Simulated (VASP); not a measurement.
# TiNi (Pm-3m) in VASP: further runs, part 3 of 3

VASP 6.6.1.

### Step 6. Single point, r2SCAN (13.75 Å³/atom)

This run uses another cell than the first one, of 13.75 Å³/atom.

File POSCAR:

```
TiNi
1.0
    3.0181758345      0.0000000000      0.0000000000
    0.0000000000      3.0181758345      0.0000000000
    0.0000000000      0.0000000000      3.0181758345
Ti Ni
1 1
Direct
    0.5000000000      0.5000000000      0.5000000000
    0.0000000000      0.0000000000      0.0000000000
```

File INCAR.step1:

```
SYSTEM = TiNi
PREC     = Accurate       ! precision mode
ENCUT    = 520            ! plane-wave cutoff, eV
ISMEAR   = 0              ! smearing method
SIGMA    = 0.1            ! smearing width, eV
LREAL    = .FALSE.        ! projectors in reciprocal space
LASPH    = .TRUE.         ! aspherical terms in the spheres
NELM     = 60             ! most SCF steps
NBANDS   = 18             ! bands
GGA      = PE             ! functional
ALGO     = Normal         ! electronic algorithm
EDIFF    = 1E-4           ! SCF threshold, eV
LWAVE    = .TRUE.         ! write WAVECAR
LCHARG   = .FALSE.        ! write CHGCAR
```

File INCAR.step2:

```
SYSTEM = TiNi
PREC     = Accurate       ! precision mode
ENCUT    = 520            ! plane-wave cutoff, eV
EDIFF    = 1E-7           ! SCF threshold, eV
ISMEAR   = 0              ! smearing method
SIGMA    = 0.1            ! smearing width, eV
LREAL    = .FALSE.        ! projectors in reciprocal space
LASPH    = .TRUE.         ! aspherical terms in the spheres
NELM     = 60             ! most SCF steps
ALGO     = Normal         ! electronic algorithm
ISIF     = 2              ! what is computed and relaxed
LWAVE    = .FALSE.        ! write WAVECAR
LCHARG   = .FALSE.        ! write CHGCAR
METAGGA  = R2SCAN         ! meta-GGA
LMIXTAU  = .TRUE.       
NBANDS   = 18             ! bands
ISTART   = 1
```

File KPOINTS:

```
Automatic mesh
0
G
  14 14 14
  0 0 0
```

Potentials or basis: VASP PAW PBE potentials, release 64 (Ti_sv, Ni).

On the command line:

```bash
$ cat potpaw_PBE.64/Ti_sv/POTCAR potpaw_PBE.64/Ni/POTCAR > POTCAR
$ cp INCAR.step1 INCAR
$ mpirun -np 1 vasp_std > vasp.out
$ cp INCAR.step2 INCAR
$ mpirun -np 1 vasp_std > vasp.out
```

OUTCAR:

```text
SYSTEM = TiNi
   PREC = Accurate
   ENCUT = 520
   EDIFF = 1E-7
   ISMEAR = 0
   LREAL = .FALSE.
   LASPH = .TRUE.
   NELM = 60
   ISIF = 2
   METAGGA = R2SCAN
   ISTART = 1

 ion  position               nearest neighbor table
   1  0.500  0.500  0.500-   2 2.61   2 2.61   2 2.61   2 2.61   2 2.61   2 2.61   2 2.61   2 2.61

   2  0.000  0.000  0.000-   1 2.61   1 2.61   1 2.61   1 2.61   1 2.61   1 2.61   1 2.61   1 2.61

  LATTYP: Found a simple cubic cell.
 ALAT       =     3.0181758345

  Lattice vectors:

 A1 = (   3.0181758345,   0.0000000000,   0.0000000000)
 A2 = (   0.0000000000,   3.0181758345,   0.0000000000)
 A3 = (   0.0000000000,   0.0000000000,   3.0181758345)

Analysis of symmetry for initial positions (statically):
=====================================================================
 Subroutine PRICEL returns:
 Original cell was already a primitive cell.

 Routine SETGRP: Setting up the symmetry group for a
 simple cubic supercell.

 Subroutine GETGRP returns: Found 48 space group operations
 (whereof 48 operations were pure point group operations)
 out of a pool of 48 trial point group operations.

The static configuration has the point symmetry O_h .

Analysis of symmetry for dynamics (positions and initial velocities):
=====================================================================
 Subroutine PRICEL returns:
 Original cell was already a primitive cell.

 Routine SETGRP: Setting up the symmetry group for a
 simple cubic supercell.

 Subroutine GETGRP returns: Found 48 space group operations
 (whereof 48 operations were pure point group operations)
 out of a pool of 48 trial point group operations.

The dynamic configuration has the point symmetry O_h .

 Subroutine INISYM returns: Found 48 space group operations
 (whereof 48 operations are pure point group operations),
 and found     1 'primitive' translations

----------------------------------------------------------------------------------------

                                     Primitive cell

  volume of cell :      27.4937

  direct lattice vectors                    reciprocal lattice vectors
     3.018175835  0.000000000  0.000000000     0.331325958  0.000000000  0.000000000
     0.000000000  3.018175835  0.000000000     0.000000000  0.331325958  0.000000000
     0.000000000  0.000000000  3.018175835     0.000000000  0.000000000  0.331325958

  length of vectors
     3.018175835  3.018175835  3.018175835     0.331325958  0.331325958  0.331325958

  position of ions in fractional coordinates (direct lattice)
     0.500000000  0.500000000  0.500000000
     0.000000000  0.000000000  0.000000000

  ion indices of the primitive-cell ions
   primitive index   ion index
                 1           1
                 2           2

----------------------------------------------------------------------------------------

 KPOINTS: Automatic mesh

Automatic generation of k-mesh.
 Grid dimensions read from file:
 generate k-points for:   14   14   14

 Generating k-lattice:

  Cartesian coordinates                     Fractional coordinates (reciprocal lattice)
     0.023666140  0.000000000  0.000000000     0.071428571  0.000000000  0.000000000
     0.000000000  0.023666140  0.000000000     0.000000000  0.071428571  0.000000000
     0.000000000  0.000000000  0.023666140     0.000000000  0.000000000  0.071428571

  Length of vectors
     0.023666140  0.023666140  0.023666140

  Shift w.r.t. Gamma in fractional coordinates (k-lattice)
     0.000000000  0.000000000  0.000000000

 Subroutine IBZKPT returns following result:
 ===========================================

 Found    120 irreducible k-points:

 Following reciprocal coordinates:
            Coordinates               Weight
  0.000000  0.000000  0.000000      1.000000
  0.071429  0.000000  0.000000      6.000000
  0.142857  0.000000  0.000000      6.000000
  0.214286  0.000000  0.000000      6.000000
  0.285714  0.000000  0.000000      6.000000
  0.357143  0.000000  0.000000      6.000000
[... 16 lines left out ...]
  0.285714  0.214286  0.000000     24.000000
  0.357143  0.214286  0.000000     24.000000
 [... further k-points ...]
   k-points           NKPTS =    120   k-points in BZ     NKDIM =    120   number of bands    NBANDS=     18
   number of dos      NEDOS =    301   number of ions     NIONS =      2
   total plane-waves  NPLWV =  13824
   dimension x,y,z NGX =    24 NGY =   24 NGZ =   24
   dimension x,y,z NGXF=    48 NGYF=   48 NGZF=   48
   ions per type =               1   1
   NGX,Y,Z   is equivalent  to a cutoff of  13.22, 13.22, 13.22 a.u.
   NGXF,Y,Z  is equivalent  to a cutoff of  26.44, 26.44, 26.44 a.u.
 SYSTEM =  TiNi
   PREC   = accura    normal or accurate (medium, high low for compatibility)
   ISTART =      1    job   : 0-new  1-cont  2-samecut
   ICHARG =      0    charge: 1-file 2-atom 10-const
   ISPIN  =      1    spin polarized calculation?
   LNONCOLLINEAR =      F non collinear calculations
   LSORBIT =      F    spin-orbit coupling
   LASPH  =      T    aspherical Exc in radial PAW
   ENCUT  =  520.0 eV  38.22 Ry    6.18 a.u.   5.61  5.61  5.61*2*pi/ulx,y,z
   NELM   =     60;   NELMIN=  2; NELMDL=  0     # of ELM steps
   EDIFF  = 0.1E-06   stopping-criterion for ELM
   LREAL  =      F    real-space projection
   EDIFFG = 0.1E-05   stopping-criterion for IOM
   NSW    =      0    number of steps for IOM
   IBRION =     -1    ionic relax: 0-MD 1-quasi-New 2-CG
   NFREE  =      0    steps in history (QN), initial steepest desc. (CG)
   ISIF   =      2    stress and relaxation
   ISYM   =      2    0-nonsym 1-usesym 2-fastsym
   POTIM  = 0.5000    time-step for ionic-motion
   TEBEG  =    0.0;   TEEND  =   0.0 temperature during run
   PSTRESS=    0.0 pullay stress
   NELECT =      22.0000    total number of electrons
   NUPDOWN=      -1.0000    fix difference up-down
   EMIN   =  10.00;   EMAX   =-10.00  energy-range for DOS
   EFERMI =   0.00;   METHOD = LEGACY
   ISMEAR =     0;   SIGMA  =   0.10  broadening in eV -4-tet -1-fermi 0-gaus
   EFERMI_NEDOS =   21; number of points for ismear=-14 and -15
   IALGO  =     38    algorithm
   IMIX   =      4    mixing-type and parameters
     AMIX     =   0.40;   BMIX     =  1.00
     AMIX_MAG =   1.60;   BMIX_MAG =  1.00
  volume/ion in A,a.u.               =      13.75        92.77
  Fermi-wavevector in a.u.,A,eV,Ry     =   1.519863  2.872125 31.429245  2.309984
  Thomas-Fermi vector in A             =   2.628792
   LORBIT       =      0    0 simple, 1 ext, 2 COOP (PROOUT), +10 PAW based schemes
   METAGGA = R2SCAN    functional components
   LHFCALC =     F    Hartree Fock is set to
   AEXX    =    0.0000 exact exchange contribution
   IVDW    =     0    specifies the selected vdW correction
   LEPSILON=     F    determine dielectric tensor
   LRPA    =     F    only Hartree local field effects (RPA)
 non-spin polarized calculation
 Gauss-broadening in eV      SIGMA  =   0.10
  energy-cutoff  :      520.00
  volume of cell :       27.49
 maximum number of plane-waves:       756
 NGX is ok and might be reduce to    24
   NGX = 11   NGY = 11   NGZ = 11

 number of electron      21.9999994 magnetization

 Free energy of the ion-electron system (eV)
  ---------------------------------------------------
  ext. energy  EPLUGINS =         0.00000000
  ---------------------------------------------------
  free energy    TOTEN  =       -25.56949867 eV

  energy without entropy =      -25.55702296  energy(sigma->0) =      -25.56326082

 E-fermi :   9.2057     XC(G=0): -13.3814

 val. band max:        9.1967450233   @ k =   0.3571   0.0000   0.0000
 cond. band min:       9.2426338689   @ k =   0.5000   0.5000   0.0714
 fundamental gap:      0.0458888456
 Fermi energy:         9.2057181686

 k-point     1 :       0.0000    0.0000    0.0000
  band No.  band energies     occupation
      1     -50.4654      2.00000
      2     -25.5191      2.00000
      3     -25.5191      2.00000
      4     -25.5191      2.00000
      5       1.0762      2.00000
      6       5.3172      2.00000
[... 10 lines left out ...]
     17      18.0617      0.00000
     18      18.0617      0.00000
[... 463 lines left out ...]
 k-point    24 :       0.3571    0.2143    0.0000
  band No.  band energies     occupation
      1     -50.4320      2.00000
      2     -25.7279      2.00000
      3     -25.6026      2.00000
      4     -25.4918      2.00000
      5       3.9157      2.00000
      6       5.7606      2.00000
[... 10 lines left out ...]
     17      18.4553      0.00000
     18      22.7426      0.00000

 [... further k-points ...]

------------------------ aborting loop because EDIFF is reached ----------------------------------------

  FORCE on cell =-STRESS in cart. coord.  units (eV):
  Direction    XX          YY          ZZ          XY          YZ          ZX
  --------------------------------------------------------------------------------------
  -------------------------------------------------------------------------------------
  Total       -0.7440701     -0.7440701     -0.7440701     -0.0000000      0.0000000     -0.0000000
  in kB      -43.3601529    -43.3601529    -43.3601529     -0.0000000      0.0000000     -0.0000000
  external PRESSURE =     -43.3601529 kB  Pullay stress =       0.0000000 kB

 VOLUME and BASIS-vectors are now :
 -----------------------------------------------------------------------------
  energy-cutoff  :      520.00
  volume of cell :       27.49
      direct lattice vectors                 reciprocal lattice vectors
     3.018175835  0.000000000  0.000000000     0.331325958  0.000000000  0.000000000
     0.000000000  3.018175835  0.000000000     0.000000000  0.331325958  0.000000000
     0.000000000  0.000000000  3.018175835     0.000000000  0.000000000  0.331325958

 POSITION                                       TOTAL-FORCE (eV/Angst)
 -----------------------------------------------------------------------------------
      1.50909      1.50909      1.50909         0.000000      0.000000      0.000000
      0.00000      0.00000      0.00000         0.000000      0.000000      0.000000
 -----------------------------------------------------------------------------------
    total drift:                                0.000000      0.000000     -0.000000

  FREE ENERGIE OF THE ION-ELECTRON SYSTEM (eV)
  ---------------------------------------------------
  free  energy   TOTEN  =       -25.5694986740 eV

  energy  without entropy=      -25.5570229623  energy(sigma->0) =      -25.56326082
```

Wall time 2 min (1 thread of Intel Xeon Platinum 8488C (Sapphire Rapids), shared host); peak memory 0.19 GiB.

What came out:

| Property | Result |
| --- | --- |
| Free energy | -25.5695 eV |
| Pressure | -4.3 GPa |
| Band gap on the k mesh | zero (bands 11 and 12 overlap by 1.78 eV) |

Levels at points of the mesh, in eV from the Fermi level:
| k point | band 9 | band 10 | band 11 | band 12 | band 13 | band 14 |
| --- | --- | --- | --- | --- | --- | --- |
| (0.00, 0.00, 0.00) | -1.99 | -1.99 | 0.52 | 0.52 | 2.60 | 2.60 |
| (0.50, 0.00, 0.00) | -2.12 | -1.70 | -0.64 | -0.62 | 0.67 | 0.67 |
| (0.50, 0.50, 0.00) | -1.28 | -0.73 | 0.30 | 0.30 | 0.98 | 2.29 |
| (0.50, 0.50, 0.50) | -2.20 | -2.20 | -1.25 | -1.25 | 3.21 | 3.21 |

Caveat: the cell stands under tension; the PAW data sets were made with another functional, which shifts forces and pressure a little. Spin polarisation is off, so any magnetic state and its effect on volume and gap are missing.

### Step 7. The runs side by side

| spin | cell | k mesh | gap on the mesh (eV) | pressure (GPa) |
| --- | --- | --- | --- | --- |
| collinear, ferromagnetic start | a = 2.988 Å, 2 atoms | 6 × 6 × 6 | none | 1.3 |
| off | a = 2.928 Å, 2 atoms | 14 × 14 × 14 | none | 12.8 |
| off | a = 2.958 Å, 2 atoms | 14 × 14 × 14 | none | 6.2 |
| off | a = 2.989 Å, 2 atoms | 14 × 14 × 14 | none | 0.5 |
| off | a = 3.018 Å, 2 atoms | 14 × 14 × 14 | none | -4.3 |

Alike in all rows: task single point; level r2SCAN; potentials or basis VASP PAW PBE potentials, release 64 (Ti_sv, Ni); cutoff (eV) 520; smearing gaussian 0.1 eV.

Caveats: the PAW data sets were made with another functional, which shifts forces and pressure a little; the cell stands under pressure (at least some runs); the cell stands under tension (at least some runs).

Absolute energies hang on the potentials; compare differences alone.
